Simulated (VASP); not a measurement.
# WC (Fm-3m) in VASP: further runs, part 2 of 2

VASP 6.6.1. The steps go on from the part before.

### 3 Relaxation of cell and atoms, PBEsol

Input file INCAR:

```
SYSTEM = WC
ALGO = Normal
EDIFF = 1E-6
EDIFFG = -0.01
ENCUT = 600
GGA = PS
IBRION = 2
ISIF = 3
ISMEAR = -1
LASPH = .True.
LCHARG = .False.
LREAL = .False.
LWAVE = .False.
NELM = 60
NSW = 60
PREC = Accurate
SIGMA = 0.05
```

Input file KPOINTS:

```
k-points
0
Gamma
  10 10 10
  0 0 0
```

Input file POSCAR:

```
WC
1.0
    0.0000000000      2.1926840000      2.1926840000
    2.1926840000      0.0000000000      2.1926840000
    2.1926840000      2.1926840000      0.0000000000
W C
1 1
Direct
    0.0000000000      0.0000000000      0.0000000000
    0.5000000000      0.5000000000      0.5000000000
```

Potentials or basis: VASP PAW PBE potentials, release 64 (W_sv, C).

Command:

```console
cat potpaw_PBE.64/W_sv/POTCAR potpaw_PBE.64/C/POTCAR > POTCAR
mpirun -np 1 vasp_std > vasp.out
```

OUTCAR:

```text
SYSTEM = WC
   EDIFF = 1E-6
   EDIFFG = -0.01
   ENCUT = 600
   GGA = PS
   IBRION = 2
   ISIF = 3
   ISMEAR = -1
   LASPH = .True.
   LREAL = .False.
   NELM = 60
   NSW = 60
   PREC = Accurate

 ion  position               nearest neighbor table
   1  0.000  0.000  0.000-   2 2.19   2 2.19   2 2.19   2 2.19   2 2.19   2 2.19
   2  0.500  0.500  0.500-   1 2.19   1 2.19   1 2.19   1 2.19   1 2.19   1 2.19

  LATTYP: Found a face centered cubic cell.
 ALAT       =     4.3853680000

  Lattice vectors:

 A1 = (   0.0000000000,   2.1926840000,   2.1926840000)
 A2 = (   2.1926840000,   0.0000000000,   2.1926840000)
 A3 = (   2.1926840000,   2.1926840000,   0.0000000000)

Analysis of symmetry for initial positions (statically):
=====================================================================
 Subroutine PRICEL returns:
 Original cell was already a primitive cell.

 Routine SETGRP: Setting up the symmetry group for a
 face centered cubic supercell.

 Subroutine GETGRP returns: Found 48 space group operations
 (whereof 48 operations were pure point group operations)
 out of a pool of 48 trial point group operations.

The static configuration has the point symmetry O_h .

Analysis of symmetry for dynamics (positions and initial velocities):
=====================================================================
 Subroutine PRICEL returns:
 Original cell was already a primitive cell.

[... 262 lines left out ...]
--------------------------------------- Ionic step        4  -------------------------------------------

 number of electron      18.0000001 magnetization

 Free energy of the ion-electron system (eV)
  ---------------------------------------------------
  ext. energy  EPLUGINS =         0.00000000
  ---------------------------------------------------
  free energy    TOTEN  =       -23.01640370 eV

  energy without entropy =      -23.01015859  energy(sigma->0) =      -23.01328114

 E-fermi :  12.6923     XC(G=0): -13.9815

 val. band max:       12.5935645485   @ k =   0.3000   0.2000   0.1000
 cond. band min:      12.7335292557   @ k =  -0.1000   0.1000   0.0000
 fundamental gap:      0.1399647072
 Fermi energy:        12.6923182077

 k-point     1 :       0.0000    0.0000    0.0000
  band No.  band energies     occupation
      1     -62.7115      2.00000
      2     -26.7067      2.00000
      3     -26.7067      2.00000
      4     -26.7067      2.00000
      5      -3.3643      2.00000
      6       9.7839      2.00000
      7       9.7839      2.00000
      8       9.7839      2.00000
      9      11.5585      2.00000
     10      11.5585      2.00000
     11      11.5585      2.00000
     12      11.6438      2.00000
     13      11.6438      2.00000
[... 354 lines left out ...]
  band No.  band energies     occupation
      1     -62.6664      2.00000
      2     -27.1840      2.00000
      3     -26.9025      2.00000
      4     -26.8828      2.00000
      5      -0.8483      2.00000
      6       5.4391      2.00000
      7       6.9480      2.00000
      8       8.9054      2.00000
      9       9.8005      2.00000
     10      13.7222      0.00000
     11      15.1905      0.00000
     12      15.5157      0.00000
     13      19.2324      0.00000

 [... further k-points ...]
[... 5 lines left out ...]
  --------------------------------------------------------------------------------------
  -------------------------------------------------------------------------------------
  Total       -0.0087326     -0.0087326     -0.0087326      0.0000000      0.0000000      0.0000000
  in kB       -0.6804794     -0.6804794     -0.6804794      0.0000000      0.0000000      0.0000000
  external PRESSURE =      -0.6804794 kB  Pullay stress =       0.0000000 kB
[... 17 lines left out ...]
  FREE ENERGIE OF THE ION-ELECTRON SYSTEM (eV)
  ---------------------------------------------------
  free  energy   TOTEN  =       -23.0164036966 eV

  energy  without entropy=      -23.0101585876  energy(sigma->0) =      -23.01328114

 reached required accuracy - stopping structural energy minimisation
```

OSZICAR:

```text
N       E                     dE             d eps       ncg     rms          rms(c)
DAV:   1     0.115033783782E+03    0.11503E+03   -0.10601E+04  1230   0.169E+03
DAV:   2    -0.220502745784E+02   -0.13708E+03   -0.13343E+03  1392   0.400E+02
DAV:   3    -0.262491141801E+02   -0.41988E+01   -0.41694E+01  1475   0.623E+01
[... 30 lines left out ...]
       N       E                     dE             d eps       ncg     rms          rms(c)
DAV:   1    -0.230164434262E+02   -0.49164E-04   -0.95679E-04  1302   0.453E-01    0.885E-02
DAV:   2    -0.230164094549E+02    0.33971E-04   -0.97349E-05  1377   0.118E-01    0.179E-02
DAV:   3    -0.230164044822E+02    0.49727E-05   -0.10131E-05  1382   0.262E-02    0.631E-03
DAV:   4    -0.230164036966E+02    0.78561E-06   -0.27341E-06  1265   0.200E-02
   4 F= -.23016404E+02 E0= -.23013281E+02  d E =-.156418E-01
```

Wall time 30 s (1 thread of Intel Xeon Platinum 8488C (Sapphire Rapids), shared host); peak memory 0.18 GiB.

What came out:

```yaml
Free_energy: -23.0164 eV
Relaxed_volume: 10.28 Å³/atom
Relaxed_cell: a = 3.075 Å, b = 3.075 Å, c = 3.075 Å, α = 60.00°, β = 60.00°, γ = 60.00°
Space_group_after_relaxing_to_0.05_Å: Fm-3m (No. 225)
Energy_gained_by_relaxing: 7.8 meV/atom
Ionic_steps: 4
Pressure_after_relaxing: -0.1 GPa
```

The path:
```
step  energy change (eV)  largest force (eV/Å)  pressure (GPa)  volume (Å³)
   1              0.0000                0.0000           -9.33        21.08
   2              0.0953                0.0000           29.13        19.27
   3             -0.0156                0.0000           -0.22        20.57
   4             -0.0156                0.0000           -0.07        20.56
```

Final structure:
```
W C
1.0
     0.00000    2.17439    2.17439
     2.17439    0.00000    2.17439
     2.17439    2.17439    0.00000
W C
1 1
Direct
  0.00000 0.00000 0.00000
  0.50000 0.50000 0.50000
```

Levels at points of the mesh, in eV from the Fermi level:
| k point | band 6 | band 7 | band 8 | band 9 | band 10 | band 11 | band 12 | band 13 |
| --- | --- | --- | --- | --- | --- | --- | --- | --- |
| (0.00, 0.00, 0.00) | -2.91 | -2.91 | -2.91 | -1.13 | -1.13 | -1.13 | -1.05 | -1.05 |
| (0.50, 0.00, 0.00) | -10.09 | -6.81 | -6.81 | 1.05 | 1.05 | 2.39 | 4.88 | 9.04 |
| (0.50, 0.50, 0.00) | -6.04 | -5.70 | -2.57 | -2.57 | 0.84 | 2.33 | 2.33 | 5.61 |

Caveat: the bands computed are all filled at some k points, so no gap is given; the PAW data sets were made with another functional, which shifts forces and pressure a little; spin-orbit coupling is left out, which moves the levels of the heavy elements.

### 4 Relaxation of cell and atoms, PBEsol+D4

Input file INCAR:

```
PREC = Accurate
ENCUT = 600
EDIFF = 1E-6
ISMEAR = -1
SIGMA = 0.05
LREAL = F
LASPH = T
NELM = 100
ALGO = Normal
ISIF = 3
LWAVE = F
LCHARG = F
GGA = PS
IVDW = 13
IBRION = 2
NSW = 60
EDIFFG = -0.01
```

Input file KPOINTS:

```
Automatic mesh
0
Gamma
  10 10 10
```

POSCAR is that of step 3.

Potentials or basis: VASP PAW PBE potentials, release 64 (W_sv, C).

Command:

```console
cat potpaw_PBE.64/W_sv/POTCAR potpaw_PBE.64/C/POTCAR > POTCAR
mpirun -np 1 vasp_std > vasp.out
```

OUTCAR:

```text
PREC = Accurate
   ENCUT = 600
   EDIFF = 1E-6
   ISMEAR = -1
   LREAL = F
   LASPH = T
   NELM = 100
   ISIF = 3
   GGA = PS
   IVDW = 13
   IBRION = 2
   NSW = 60
   EDIFFG = -0.01

 ion  position               nearest neighbor table
   1  0.000  0.000  0.000-   2 2.19   2 2.19   2 2.19   2 2.19   2 2.19   2 2.19
   2  0.500  0.500  0.500-   1 2.19   1 2.19   1 2.19   1 2.19   1 2.19   1 2.19

  LATTYP: Found a face centered cubic cell.
 ALAT       =     4.3853680000

  Lattice vectors:

 A1 = (   0.0000000000,   2.1926840000,   2.1926840000)
 A2 = (   2.1926840000,   0.0000000000,   2.1926840000)
 A3 = (   2.1926840000,   2.1926840000,   0.0000000000)

Analysis of symmetry for initial positions (statically):
=====================================================================
 Subroutine PRICEL returns:
 Original cell was already a primitive cell.

 Routine SETGRP: Setting up the symmetry group for a
 face centered cubic supercell.

[... 295 lines left out ...]
  energy without entropy =      -23.00763213  energy(sigma->0) =      -23.01072269

 E-fermi :  12.8530     XC(G=0): -14.0387

 val. band max:       12.7563392249   @ k =   0.3000   0.2000   0.1000
 cond. band min:      12.8846024974   @ k =  -0.1000   0.1000   0.0000
 fundamental gap:      0.1282632724
 Fermi energy:        12.8530207312

 k-point     1 :       0.0000    0.0000    0.0000
  band No.  band energies     occupation
      1     -62.5455      2.00000
      2     -26.5394      2.00000
      3     -26.5394      2.00000
      4     -26.5394      2.00000
      5      -3.2953      2.00000
      6       9.9037      2.00000
      7       9.9037      2.00000
      8       9.9037      2.00000
      9      11.6982      2.00000
     10      11.6982      2.00000
     11      11.6982      2.00000
     12      11.7939      2.00000
     13      11.7939      2.00000
[... 354 lines left out ...]
  band No.  band energies     occupation
      1     -62.4980      2.00000
      2     -27.0357      2.00000
      3     -26.7428      2.00000
      4     -26.7222      2.00000
      5      -0.7609      2.00000
      6       5.5434      2.00000
      7       7.0368      2.00000
      8       9.0299      2.00000
      9       9.9332      2.00000
     10      13.9037      0.00000
     11      15.3934      0.00000
     12      15.7191      0.00000
     13      19.5035      0.00000

 [... further k-points ...]

------------------------ aborting loop because EDIFF is reached ----------------------------------------

  DFT-D4 for vdW energy calculation

  Edisp (eV):   -0.57675
[... 25 lines left out ...]
  FREE ENERGIE OF THE ION-ELECTRON SYSTEM (eV)
  ---------------------------------------------------
  free  energy   TOTEN  =       -23.5905606201 eV

  energy  without entropy=      -23.5843795019  energy(sigma->0) =      -23.58747006

 reached required accuracy - stopping structural energy minimisation
```

OSZICAR:

```text
N       E                     dE             d eps       ncg     rms          rms(c)
DAV:   1     0.115033783782E+03    0.11503E+03   -0.10601E+04  1230   0.169E+03
DAV:   2    -0.220502745784E+02   -0.13708E+03   -0.13343E+03  1392   0.400E+02
DAV:   3    -0.262491141801E+02   -0.41988E+01   -0.41694E+01  1475   0.623E+01
[... 32 lines left out ...]
DAV:   1    -0.230139603514E+02    0.34232E-03   -0.35583E-03  1302   0.877E-01    0.173E-01
DAV:   2    -0.230138347990E+02    0.12555E-03   -0.35777E-04  1377   0.228E-01    0.351E-02
DAV:   3    -0.230138159428E+02    0.18856E-04   -0.37291E-05  1392   0.506E-02    0.121E-02
DAV:   4    -0.230138126921E+02    0.32507E-05   -0.10162E-05  1492   0.385E-02    0.140E-02
DAV:   5    -0.230138132467E+02   -0.55459E-06   -0.45776E-07   676   0.882E-03
   4 F= -.23590561E+02 E0= -.23587470E+02  d E =-.315569E-01
```

CONTCAR:

```text
WC
   1.00000000000000
     0.0000000000000000    2.1669798493285111    2.1669798493285111
     2.1669798493285111   -0.0000000000000000    2.1669798493285111
     2.1669798493285111    2.1669798493285111    0.0000000000000000
  W               C
     1     1
Direct
     0.0000000000000000    1.0000000000000000    0.0000000000000000
     0.5000000000000000    0.5000000000000000    0.5000000000000000

  0.00000000E+00  0.00000000E+00  0.00000000E+00
  0.00000000E+00  0.00000000E+00  0.00000000E+00
```

It took 47 s on 1 thread of Intel Xeon Platinum 8488C (Sapphire Rapids), shared host; peak memory 0.17 GiB.

Results:

```
Free energy                            : -23.5906 eV
Relaxed volume                         : 10.18 Å³/atom
Relaxed cell                           : a = 3.065 Å, b = 3.065 Å, c = 3.065 Å, α = 60.00°, β = 60.00°, γ = 60.00°
Space group after relaxing (to 0.05 Å) : Fm-3m (No. 225)
Energy gained by relaxing              : 15.8 meV/atom
Ionic steps                            : 4
Pressure after relaxing                : -0.1 GPa
Dispersion energy per atom             : -0.288 eV
```

Step by step:
```
step  energy change (eV)  largest force (eV/Å)  pressure (GPa)  volume (Å³)
   1              0.0000                0.0000          -13.21        21.08
   2              0.2041                0.0000           45.41        18.54
   3             -0.0315                0.0000           -0.45        20.37
   4             -0.0316                0.0000           -0.10        20.35
```

Final structure:
```xyz
2
Lattice="0.0000 2.1670 2.1670 2.1670 0.0000 2.1670 2.1670 2.1670 0.0000" Properties=species:S:1:pos:R:3 pbc="T T T"
W     2.1670    0.0000    2.1670
C     2.1670    2.1670    2.1670
```

Caveat: the bands computed are all filled at some k points, so no gap is given; the PAW data sets were made with another functional, which shifts forces and pressure a little; spin-orbit coupling is left out, which moves the levels of the heavy elements.

### 5 Relaxation of cell and atoms, PBEsol

Input file INCAR:

```
PREC = Accurate ; ENCUT = 600
EDIFF = 1E-6 ; ISMEAR = -1
SIGMA = 0.05 ; LREAL = F
LASPH = T ; NELM = 80
ALGO = Normal ; ISIF = 3
LWAVE = F ; LCHARG = F
GGA = PS ; IBRION = 2
NSW = 60 ; EDIFFG = -0.01
```

Input file KPOINTS:

```
regular mesh
0
Gamma
  10 10 10
```

POSCAR is that of step 4.

Command:

```console
cat potpaw_PBE.64/W_sv/POTCAR potpaw_PBE.64/C/POTCAR > POTCAR
mpirun -np 1 vasp_std > vasp.out
```

It took 39 s on 1 thread of Intel Xeon Platinum 8488C (Sapphire Rapids), shared host; peak memory 0.18 GiB.

The run converged. Its results:

| Property | Result |
| --- | --- |
| Free energy | -23.0164 eV |
| Relaxed volume | 10.28 Å³/atom |
| Relaxed cell | a = 3.075 Å, b = 3.075 Å, c = 3.075 Å, α = 60.00°, β = 60.00°, γ = 60.00° |
| Space group after relaxing (to 0.05 Å) | Fm-3m (No. 225) |
| Energy gained by relaxing | 7.8 meV/atom |
| Ionic steps | 4 |
| Pressure after relaxing | -0.1 GPa |

Step by step:
| step | energy change (eV) | largest force (eV/Å) | pressure (GPa) | volume (Å³) |
| --- | --- | --- | --- | --- |
| 1 | 0.0000 | 0.0000 | -9.33 | 21.08 |
| 2 | 0.0953 | 0.0000 | 29.13 | 19.27 |
| 3 | -0.0156 | 0.0000 | -0.22 | 20.57 |
| 4 | -0.0156 | 0.0000 | -0.07 | 20.56 |

Final structure:
```yaml
crystal:
  lattice:
    - [0.00000, 2.17439, 2.17439]
    - [2.17439, 0.00000, 2.17439]
    - [2.17439, 2.17439, 0.00000]
  atoms:
    - { symbol: W, position: [0.00000, 0.00000, 0.00000] }
    - { symbol: C, position: [0.50000, 0.50000, 0.50000] }
```

Levels at points of the mesh, in eV from the Fermi level:
```tsv
k point	band 7	band 8	band 9	band 10	band 11	band 12
(0.00, 0.00, 0.00)	-2.91	-2.91	-1.13	-1.13	-1.13	-1.05
(0.50, 0.00, 0.00)	-6.81	-6.81	1.05	1.05	2.39	4.88
(0.50, 0.50, 0.00)	-5.70	-2.57	-2.57	0.84	2.33	2.33
```

Caveat: the bands computed are all filled at some k points, so no gap is given; the PAW data sets were made with another functional, which shifts forces and pressure a little; spin-orbit coupling is left out, which moves the levels of the heavy elements.

### 6 Overview

```tsv
task	level	potentials or basis	U	cell	cutoff (eV)	pressure (GPa)	relaxed volume (Å³/atom)
single point	LDA+U	VASP PAW LDA potentials, release 64 (W_sv, C)	W d U = 6.0 eV	as given	520	-2.6	-
relaxation of cell and atoms	PBEsol	VASP PAW PBE potentials, release 64 (W_sv, C)	-	relaxed	600	-0.1	10.28
relaxation of cell and atoms	PBEsol+D4	VASP PAW PBE potentials, release 64 (W_sv, C)	-	relaxed	600	-0.1	10.18
```

Alike in all rows: no spin polarisation; k mesh 10 × 10 × 10; smearing fermi-dirac 0.05 eV.

Caveats: spin-orbit coupling is left out, which moves the levels of the heavy elements; the bands computed are all filled at some k points, so no gap is given (some runs); the PAW data sets were made with another functional, which shifts forces and pressure a little (some runs); U without spin polarisation on a metal has little footing (some runs); the U is typed as a test and isn't derived for this compound (some runs).

Total energies depend on the potentials used, so only differences within one code and one set of settings carry meaning.
